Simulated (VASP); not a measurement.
A run of VASP 6.6.1 is set up as follows.

The input INCAR:

```
  PREC = Accurate
  ENCUT = 520
  EDIFF = 1E-6
  ISMEAR = -1
  SIGMA = 0.1
  LREAL = F
  LASPH = T
  NELM = 80
  ALGO = Normal
  ISIF = 2
  LWAVE = F
  LCHARG = T
  GGA = PS
  LELF = T
  LVHAR = T
  NBANDS = 13
```

The input KPOINTS:

```
regular mesh
0
Gamma
  13 13 13
```

POSCAR

```
Mo
1.0
   -1.5413003752      1.5413003752      1.5413003752
    1.5413003752     -1.5413003752      1.5413003752
    1.5413003752      1.5413003752     -1.5413003752
Mo
1
Direct
    0.0000000000      0.0000000000      0.0000000000
```

Potentials or basis: VASP PAW PBE potentials, release 64 (Mo_sv).

Launch:

```bash
$ cat potpaw_PBE.64/Mo_sv/POTCAR > POTCAR
$ mpirun -np 1 vasp_std > vasp.out
```

(1) Estimate the band gap on the k mesh.

(2) Estimate the pressure.

Results:

(1) zero (band 7 reaches 17.51 eV, above the bottom of band 8 at 12.04 eV).

(2) 14.4 GPa.

Caveat: the PAW data sets were made with another functional, which shifts forces and pressure a little.
